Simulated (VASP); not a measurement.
**NaB: relaxation of cell and atoms with LDA**

The system is NaB.

```
Na B
1.0
     0.00000    2.68387    2.68387
     2.68387    0.00000    2.68387
     2.68387    2.68387    0.00000
Na B
1 1
Direct
  0.00000 0.00000 0.00000
  0.50000 0.50000 0.50000
```

| Property | Result |
| --- | --- |
| Program | VASP 6.6.1 |
| Task | relaxation of cell and atoms |
| Functional | LDA |
| Potentials or basis | VASP PAW LDA potentials, release 64 (Na_pv, B) |
| Cutoff | 600 eV |
| k mesh | 4 × 4 × 4 |
| Occupations | methfessel-paxton, width 0.02 eV |
| Spin | no spin polarisation |
| Target pressure | 5 GPa |
| Dipole correction | no |
| Further INCAR settings | ALGO = Normal; EDIFF = 1e-06; IBRION = 2; EDIFFG = -0.001; NSW = 80; ISIF = 3 |

| Item | Value |
| --- | --- |
| Relaxed volume | 15.69 Å³/atom |
| Relaxed cell | a = 3.540 Å, b = 3.540 Å, c = 3.540 Å, α = 60.00°, β = 60.00°, γ = 60.00° |
| Space group after relaxing (to 0.05 Å) | Fm-3m (No. 225) |
| Energy change on relaxing (the enthalpy is what falls) | +18.1 meV/atom |
| Ionic steps | 8 |
| Pressure after relaxing | 5.0 GPa |
| Band gap on the k mesh | zero (band 5 reaches 4.48 eV, above the bottom of band 6 at 0.88 eV) |

The path:
```
step  energy change (eV)  largest force (eV/Å)  pressure (GPa)  volume (Å³)
   1              0.0000                0.0000           -1.68        38.66
   2             -0.0157                0.0000            0.93        34.33
   3              0.0308                0.0000            4.68        31.55
   4              0.0372                0.0000            5.07        31.34
   5              0.0360                0.0000            4.89        31.38
   6              0.0364                0.0000            5.04        31.36
   7              0.0363                0.0000            5.02        31.37
   8              0.0362                0.0000            5.01        31.37
```

Final structure:
```cif
data_structure
_symmetry_space_group_name_H-M 'P 1'
_symmetry_Int_Tables_number 1
_cell_length_a 3.5401
_cell_length_b 3.5401
_cell_length_c 3.5401
_cell_angle_alpha 60.000
_cell_angle_beta 60.000
_cell_angle_gamma 60.000
_cell_volume 31.37
loop_
_atom_site_label
_atom_site_type_symbol
_atom_site_fract_x
_atom_site_fract_y
_atom_site_fract_z
_atom_site_occupancy
Na1 Na 0.00000 0.00000 0.00000 1
B1 B 0.50000 0.50000 0.50000 1
```

Levels at points of the mesh, in eV from the Fermi level:
| k point | band 3 | band 4 | band 5 | band 6 | band 7 | band 8 |
| --- | --- | --- | --- | --- | --- | --- |
| (0.00, 0.00, 0.00) | -23.08 | -8.03 | 2.62 | 2.62 | 2.62 | 9.53 |
| (0.50, 0.00, 0.00) | -23.09 | -5.44 | -2.66 | 1.77 | 1.77 | 7.94 |
| (0.50, 0.50, 0.00) | -23.11 | -4.81 | -2.04 | 0.90 | 0.90 | 5.98 |

It took 13 s on 1 thread of Intel Xeon 6975P-C, on a shared host, peak memory 0.14 GiB.

Caveat: the k points lie up to 0.54 Å⁻¹ apart in the final cell; the cell is relaxed towards a set pressure, so the enthalpy falls and the energy may rise; the volume moved by over 15 % at a fixed basis, so the end points are rough.
